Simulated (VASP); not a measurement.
# Ga (Cmce) in VASP: notebook

Ga is run at these levels: r2SCAN; tasks: single point, relaxation of cell and atoms.

Program: VASP 6.6.1. These are calculated values, not measurements. Logs are shortened: lines on timing, memory, paths and dates and some standing lists are left out, and cuts for length are marked.

### 1 The cell of the first run

Symmetry: Cmce, No. 64, orthorhombic system. The conventional cell has a = 4.417 Å, b = 7.632 Å, c = 4.534 Å, α = 90.00°, β = 90.00°, γ = 90.00°. Within 3.3 Å of Ga (site symmetry m) lie 7 Ga at 2.49 to 2.74 Å.

### 2 Single point, r2SCAN

File POSCAR:

```
Ga
1.0
   -2.2085693655      0.0000000000      3.8160997411
    0.0000000000     -4.5343105997      0.0000000000
    2.2085693655      0.0000000000      3.8160997411
Ga
4
Direct
    0.1554874975      0.9168029394      0.1554874975
    0.6554874975      0.5831970606      0.6554874975
    0.8445125025      0.0831970606      0.8445125025
    0.3445125025      0.4168029394      0.3445125025
```

File INCAR.step1:

```
SYSTEM = Ga
ALGO = Normal
EDIFF = 1E-4
ENCUT = 520
GGA = PE
ISMEAR = -5
LASPH = .True.
LCHARG = .False.
LREAL = .False.
LWAVE = .True.
NBANDS = 34
NELM = 100
PREC = Accurate
SIGMA = 0.1
```

File INCAR.step2:

```
SYSTEM = Ga
ALGO = Normal
EDIFF = 1E-6
ENCUT = 520
ISIF = 2
ISMEAR = -5
ISTART = 1
LASPH = .True.
LCHARG = .False.
LMIXTAU = .True.
LREAL = .False.
LWAVE = .False.
METAGGA = R2SCAN
NBANDS = 34
NELM = 100
PREC = Accurate
SIGMA = 0.1
```

File KPOINTS:

```
k-points
0
Gamma
  5 4 5
  0 0 0
```

Potentials or basis: VASP PAW PBE potentials, release 64 (Ga_d).

Launch:

```sh
$ cat potpaw_PBE.64/Ga_d/POTCAR > POTCAR
$ cp INCAR.step1 INCAR
$ mpirun -np 1 vasp_std > vasp.out
$ cp INCAR.step2 INCAR
$ mpirun -np 1 vasp_std > vasp.out
```

OUTCAR:

```text
SYSTEM = Ga
   EDIFF = 1E-6
   ENCUT = 520
   ISIF = 2
   ISMEAR = -5
   ISTART = 1
   LASPH = .True.
   LREAL = .False.
   METAGGA = R2SCAN
   NELM = 100
   PREC = Accurate

 ion  position               nearest neighbor table
   1  0.155  0.917  0.155-   3 2.49   2 2.68   2 2.68   4 2.69   4 2.69   3 2.74   3 2.74
   2  0.655  0.583  0.655-   4 2.49   1 2.68   1 2.68   3 2.69   3 2.69   4 2.74   4 2.74
   3  0.845  0.083  0.845-   1 2.49   4 2.68   4 2.68   2 2.69   2 2.69   1 2.74   1 2.74
   4  0.345  0.417  0.345-   2 2.49   3 2.68   3 2.68   1 2.69   1 2.69   2 2.74   2 2.74

  LATTYP: Found a base centered orthorhombic cell.
 ALAT       =     4.4171387310
 B/A-ratio  =     1.7278604877
 C/A-ratio  =     1.0265266445

  Lattice vectors:

 A1 = (   2.2085693655,   0.0000000000,  -3.8160997411)
 A2 = (   2.2085693655,   0.0000000000,   3.8160997411)
 A3 = (   0.0000000000,  -4.5343105997,   0.0000000000)

Analysis of symmetry for initial positions (statically):
=====================================================================
 Subroutine PRICEL returns:
 Original cell was already a primitive cell.

 Routine SETGRP: Setting up the symmetry group for a
 base centered orthorhombic supercell.

 Subroutine GETGRP returns: Found  8 space group operations
 (whereof  4 operations were pure point group operations)
 out of a pool of  8 trial point group operations.

The static configuration has the point symmetry C_2h.
 The point group associated with its full space group is D_2h.

Analysis of symmetry for dynamics (positions and initial velocities):
=====================================================================
 Subroutine PRICEL returns:
 Original cell was already a primitive cell.

 Routine SETGRP: Setting up the symmetry group for a
 base centered orthorhombic supercell.

 Subroutine GETGRP returns: Found  8 space group operations
 (whereof  4 operations were pure point group operations)
 out of a pool of  8 trial point group operations.

The dynamic configuration has the point symmetry C_2h.
 The point group associated with its full space group is D_2h.

 Subroutine INISYM returns: Found  8 space group operations
 (whereof  4 operations are pure point group operations),
 and found     1 'primitive' translations

[... 93 lines left out ...]
   ICHARG =      0    charge: 1-file 2-atom 10-const
   ISPIN  =      1    spin polarized calculation?
   LNONCOLLINEAR =      F non collinear calculations
   LSORBIT =      F    spin-orbit coupling
   LASPH  =      T    aspherical Exc in radial PAW
   ENCUT  =  520.0 eV  38.22 Ry    6.18 a.u.   8.20  8.43  8.20*2*pi/ulx,y,z
   NELM   =    100;   NELMIN=  2; NELMDL=  0     # of ELM steps
   EDIFF  = 0.1E-05   stopping-criterion for ELM
   LREAL  =      F    real-space projection
   EDIFFG = 0.1E-04   stopping-criterion for IOM
   NSW    =      0    number of steps for IOM
   IBRION =     -1    ionic relax: 0-MD 1-quasi-New 2-CG
   NFREE  =      0    steps in history (QN), initial steepest desc. (CG)
   ISIF   =      2    stress and relaxation
   ISYM   =      2    0-nonsym 1-usesym 2-fastsym
   POTIM  = 0.5000    time-step for ionic-motion
   TEBEG  =    0.0;   TEEND  =   0.0 temperature during run
   PSTRESS=    0.0 pullay stress
   NELECT =      52.0000    total number of electrons
   NUPDOWN=      -1.0000    fix difference up-down
   EMIN   =  10.00;   EMAX   =-10.00  energy-range for DOS
   EFERMI =   0.00;   METHOD = LEGACY
   ISMEAR =    -5;   SIGMA  =   0.10  broadening in eV -4-tet -1-fermi 0-gaus
   EFERMI_NEDOS =   21; number of points for ismear=-14 and -15
   IALGO  =     38    algorithm
   IMIX   =      4    mixing-type and parameters
     AMIX     =   0.40;   BMIX     =  1.00
     AMIX_MAG =   1.60;   BMIX_MAG =  1.00
  volume/ion in A,a.u.               =      19.11       128.95
  Fermi-wavevector in a.u.,A,eV,Ry     =   1.439854  2.720930 28.207339  2.073181
  Thomas-Fermi vector in A             =   2.558664
   LORBIT       =      0    0 simple, 1 ext, 2 COOP (PROOUT), +10 PAW based schemes
   METAGGA = R2SCAN    functional components
   LHFCALC =     F    Hartree Fock is set to
   AEXX    =    0.0000 exact exchange contribution
   IVDW    =     0    specifies the selected vdW correction
   LEPSILON=     F    determine dielectric tensor
   LRPA    =     F    only Hartree local field effects (RPA)
 non-spin polarized calculation
 Fermi weights with tetrahedron method with Bloechl corrections
  energy-cutoff  :      520.00
  volume of cell :       76.43
 maximum number of plane-waves:      2075
 NGX is ok and might be reduce to    36
   NGX = 17   NGY = 17   NGZ = 17

 number of electron      52.0000020 magnetization

 Free energy of the ion-electron system (eV)
  ---------------------------------------------------
  ext. energy  EPLUGINS =         0.00000000
  ---------------------------------------------------
  free energy    TOTEN  =       -45.82563871 eV

  energy without entropy =      -45.82563871  energy(sigma->0) =      -45.82563871

 E-fermi :   5.1924     XC(G=0): -11.7897

 val. band max:        5.6073419689   @ k =   0.2000   0.2500   0.2000
 cond. band min:       4.5771650751   @ k =   0.4000   0.5000   0.4000
 fundamental gap:     -1.0301768939
 Fermi energy:         5.1923635159

 k-point     1 :       0.0000    0.0000    0.0000
  band No.  band energies     occupation
      1     -10.5833      2.00000
      2     -10.5690      2.00000
      3     -10.5167      2.00000
      4     -10.5059      2.00000
      5     -10.5029      2.00000
      6     -10.4748      2.00000
[... 877 lines left out ...]
     33      14.1456      0.00000
     34      14.6831      0.00000

 [... further k-points ...]
[... 5 lines left out ...]
  --------------------------------------------------------------------------------------
  -------------------------------------------------------------------------------------
  Total        0.0225213      0.0422130      0.0520563      0.0000000     -0.0000000      0.0000000
  in kB        0.4720972      0.8848798      1.0912188      0.0000000     -0.0000000      0.0000000
  external PRESSURE =       0.8160653 kB  Pullay stress =       0.0000000 kB

 VOLUME and BASIS-vectors are now :
 -----------------------------------------------------------------------------
  energy-cutoff  :      520.00
  volume of cell :       76.43
      direct lattice vectors                 reciprocal lattice vectors
    -2.208569365  0.000000000  3.816099741    -0.226390897  0.000000000  0.131023829
     0.000000000 -4.534310600  0.000000000     0.000000000 -0.220540693  0.000000000
     2.208569365  0.000000000  3.816099741     0.226390897  0.000000000  0.131023829

 POSITION                                       TOTAL-FORCE (eV/Angst)
 -----------------------------------------------------------------------------------
      0.00000     -4.15707      1.18671         0.000000     -0.002901     -0.004528
      0.00000     -2.64440      5.00281         0.000000      0.002901     -0.004528
      0.00000     -0.37724      6.44549         0.000000      0.002901      0.004528
      0.00000     -1.88991      2.62939         0.000000     -0.002901      0.004528
 -----------------------------------------------------------------------------------
    total drift:                                0.000000     -0.000000      0.000000

  FREE ENERGIE OF THE ION-ELECTRON SYSTEM (eV)
  ---------------------------------------------------
  free  energy   TOTEN  =       -45.8256387060 eV

  energy  without entropy=      -45.8256387060  energy(sigma->0) =      -45.82563871
```

OUTCAR.step1:

```text
SYSTEM = Ga
   EDIFF = 1E-4
   ENCUT = 520
   GGA = PE
   ISMEAR = -5
   LASPH = .True.
   LREAL = .False.
   NELM = 100
[... 1121 lines left out ...]
      0.00000     -2.64440      5.00281         0.000000      0.027383     -0.023568
      0.00000     -0.37724      6.44549         0.000000      0.027383      0.023568
      0.00000     -1.88991      2.62939         0.000000     -0.027383      0.023568
 -----------------------------------------------------------------------------------
    total drift:                                0.000000     -0.000000      0.000000

  FREE ENERGIE OF THE ION-ELECTRON SYSTEM (eV)
  ---------------------------------------------------
  free  energy   TOTEN  =       -11.6253192331 eV

  energy  without entropy=      -11.6253192331  energy(sigma->0) =      -11.62531923
```

Wall time 2.4 min (1 thread of Intel Xeon Platinum 8488C (Sapphire Rapids), shared host); peak memory 0.23 GiB.

Results:

```
Free energy            : -45.8256 eV
Pressure               : 0.1 GPa
Largest force          : 0.005 eV/Å
Band gap on the k mesh : zero (bands 26 and 27 overlap by 1.03 eV)
```

Forces on the atoms (eV/Å):
```
Ga   0.000 -0.003 -0.005
Ga   0.000  0.003 -0.005
Ga   0.000  0.003  0.005
Ga   0.000 -0.003  0.005
```

Levels at points of the mesh, in eV from the Fermi level:
| k point | band 23 | band 24 | band 25 | band 26 | band 27 | band 28 | band 29 | band 30 |
| --- | --- | --- | --- | --- | --- | --- | --- | --- |
| (0.00, 0.00, 0.00) | -4.18 | -1.89 | -1.41 | -1.01 | 1.01 | 1.06 | 1.17 | 5.60 |
| (0.00, 0.50, 0.00) | -0.09 | -0.09 | -0.07 | -0.07 | 0.27 | 0.27 | 2.04 | 2.04 |

Caveat: the PAW data sets were made with another functional, which shifts forces and pressure a little; tetrahedron occupations give inexact forces and stress in metals.

### 3 Relaxation of cell and atoms, r2SCAN

This run uses another cell than the first one, of 19.34 Å³/atom.

File POSCAR:

```
Ga
1.0
   -2.2505551900      0.0000000000      3.8142736800
    0.0000000000     -4.5070976200      0.0000000000
    2.2505551900      0.0000000000      3.8142736800
Ga
4
Direct
    0.1525000000      0.9215000000      0.1525000000
    0.6525000000      0.5785000000      0.6525000000
    0.8475000000      0.0785000000      0.8475000000
    0.3475000000      0.4215000000      0.3475000000
```

File INCAR.step1:

```
SYSTEM = Ga
  PREC = Accurate
  ENCUT = 600
  ISMEAR = -5
  SIGMA = 0.1
  LREAL = .False.
  LASPH = .True.
  NELM = 80
  GGA = PE
  ALGO = Normal
  EDIFF = 1E-4
  LWAVE = .True.
  LCHARG = .False.
```

File INCAR.step2:

```
SYSTEM = Ga
  PREC = Accurate
  ENCUT = 600
  EDIFF = 1E-6
  ISMEAR = -5
  SIGMA = 0.1
  LREAL = .False.
  LASPH = .True.
  NELM = 80
  ALGO = Normal
  ISIF = 3
  LWAVE = .False.
  LCHARG = .False.
  METAGGA = R2SCAN
  LMIXTAU = .True.
  IBRION = 2
  NSW = 60
  EDIFFG = -0.01
  ISTART = 1
```

File KPOINTS:

```
Automatic mesh
0
Gamma
  5 4 5
  0 0 0
```

Potentials or basis: VASP PAW PBE potentials, release 64 (Ga_d).

Launch:

```sh
$ cat potpaw_PBE.64/Ga_d/POTCAR > POTCAR
$ cp INCAR.step1 INCAR
$ mpirun -np 1 vasp_std > vasp.out
$ cp INCAR.step2 INCAR
$ mpirun -np 1 vasp_std > vasp.out
```

Run time: 23 min. Hardware: 1 thread of Intel Xeon Platinum 8488C (Sapphire Rapids), shared host; peak memory 0.26 GiB.

Results (log left out):

- Free energy: -45.8284 eV
- Relaxed volume: 19.10 Å³/atom
- Relaxed cell: a = 4.409 Å, b = 4.534 Å, c = 4.409 Å, α = 90.00°, β = 60.08°, γ = 90.00°
- Space group after relaxing (to 0.1 Å): Cmce (No. 64)
- Energy gained by relaxing: 8.0 meV/atom
- Ionic steps: 16
- Pressure after relaxing: 0.0 GPa
- Largest force after relaxing: 0.008 eV/Å
- Band gap on the k mesh: zero (bands 26 and 27 overlap by 1.02 eV)

Forces in eV/Å, atoms in the order of the input:
```
Ga   0.000  0.007  0.005
Ga   0.000 -0.007  0.005
Ga   0.000 -0.007 -0.005
Ga   0.000  0.007 -0.005
```

Stress tensor (GPa, compression positive):
```
-0.03  0.00  0.00
 0.00 -0.02  0.00
 0.00  0.00  0.07
```

Step by step:
```csv
step,energy change (eV),largest force (eV/Å),pressure (GPa),volume (Å³)
1,0.0000,0.5136,-0.63,77.38
2,-0.0286,0.0446,-0.15,76.52
3,-0.0299,0.0536,-0.26,76.66
4,-0.0294,0.0282,-0.19,76.59
5,-0.0308,0.0252,0.08,76.30
6,-0.0305,0.0248,0.21,76.18
7,-0.0309,0.0201,-0.07,76.44
8,-0.0309,0.0212,-0.02,76.44
9,-0.0312,0.0171,0.00,76.43
10,-0.0319,0.0182,0.02,76.39
11,-0.0321,0.0196,0.15,76.38
12,-0.0322,0.0174,-0.03,76.40
13,-0.0322,0.0173,0.00,76.40
14,-0.0322,0.0149,0.00,76.40
15,-0.0321,0.0110,0.01,76.40
16,-0.0320,0.0081,0.01,76.40
```

Final structure:
```xyz
4
Lattice="-2.2074 0.0000 3.8170 0.0000 -4.5339 0.0000 2.2074 0.0000 3.8170" Properties=species:S:1:pos:R:3 pbc="T T T"
Ga    0.0000   -4.1615    1.1869
Ga    0.0000   -2.6394    5.0039
Ga    0.0000   -0.3725    6.4471
Ga    0.0000   -1.8945    2.6301
```

Levels at points of the mesh, in eV from the Fermi level:
```tsv
k point	band 23	band 24	band 25	band 26	band 27	band 28	band 29	band 30
(0.00, 0.00, 0.00)	-4.18	-1.89	-1.40	-1.02	1.01	1.04	1.18	5.59
(0.00, 0.50, 0.00)	-0.09	-0.09	-0.08	-0.08	0.27	0.27	2.04	2.04
```

Caveat: the PAW data sets were made with another functional, which shifts forces and pressure a little; tetrahedron occupations give inexact forces and stress in metals.
